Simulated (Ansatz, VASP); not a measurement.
Li6GeBr2: VASP beside Ansatz

```
Li Ge Br
1.0
     4.61941    0.00000    0.00000
     0.00000    4.61941    0.00000
     0.00000    0.00000    7.95765
Li Ge Br
6 1 2
Direct
  0.50000 0.50000 0.50000
  0.00000 0.50000 0.20424
  0.50000 0.00000 0.20424
  0.00000 0.50000 0.79576
  0.50000 0.00000 0.79576
  0.00000 0.00000 0.50000
  0.50000 0.50000 0.00000
  0.00000 0.00000 0.18557
  0.00000 0.00000 0.81443
```

Alike in both runs: task relaxation of cell and atoms; functional PBE; k mesh 4 × 4 × 2; occupations gaussian, width 0.1 eV; no spin polarisation.

```csv
,VASP,Ansatz
version,VASP 6.6.1,Ansatz 0.2.0
potentials or method,"VASP PAW PBE potentials, release 64 (Li_sv, Ge_d, Br), cutoff 600 eV","scalar-relativistic, plane waves, PAW"
valence electrons in the cell,46,46
```

|  | VASP | Ansatz | Ansatz less VASP |
| --- | --- | --- | --- |
| gap on the k mesh at the Fermi level, each at its own relaxed structure (eV) | none | none | - |
| relaxed volume (Å³/atom) | 22.81 | 23.48 | +0.679 |
| relaxed cell length with the largest relative difference (Å) | 10.553 | 11.363 | +0.8100 |

A gap of «none» marks a metal or a gap that the smearing closes. One of these differences is far larger than is usual between the two programs; its cause wasn't traced.

The k mesh is coarse, so the values compare programs but aren't converged. Noted on VASP's run: the cutoff is short for stress, so the pressure is rough; the volume moved by over 15 % at a fixed basis, so the end points are rough.
